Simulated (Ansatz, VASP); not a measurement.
BAs in VASP and in Ansatz

```
B As
1.0
     0.00000    2.38850    2.38850
     2.41239    0.00000    2.38850
     2.41239    2.38850    0.00000
B As
1 1
Direct
  0.00000 0.00000 0.00000
  0.75000 0.75000 0.75000
```

Change from the starting cell: strain +0.0100 x Voigt [1, 0, 0, 0, 0, 0], atoms carried along.

Alike in both runs: task single point; functional PBE; k mesh 10 × 10 × 10; occupations gaussian, width 0.05 eV; no spin polarisation.

|  | VASP | Ansatz |
| --- | --- | --- |
| version | VASP 6.6.1 | Ansatz 0.2.0 |
| potentials or method | VASP PAW PBE potentials, release 64 (B, As), cutoff 520 eV | scalar-relativistic, plane waves, PAW |
| valence electrons in the cell | 8 | 18 |

|  | VASP | Ansatz | Ansatz less VASP |
| --- | --- | --- | --- |
| gap on the k mesh at the Fermi level (eV) | 1.11 | 1.12 | +0.008 |
| least direct gap on the mesh (eV) | 3.21 | 3.22 | +0.004 |
| pressure (GPa) | 2.0 | 1.4 | -0.63 |
| traceless stress, the component that is largest in VASP (GPa) | -1.38 | -1.38 | -0.006 |

VASP's potentials hold 8 valence electrons a cell and Ansatz's 18, so a difference there can come from the potentials and not from the codes.
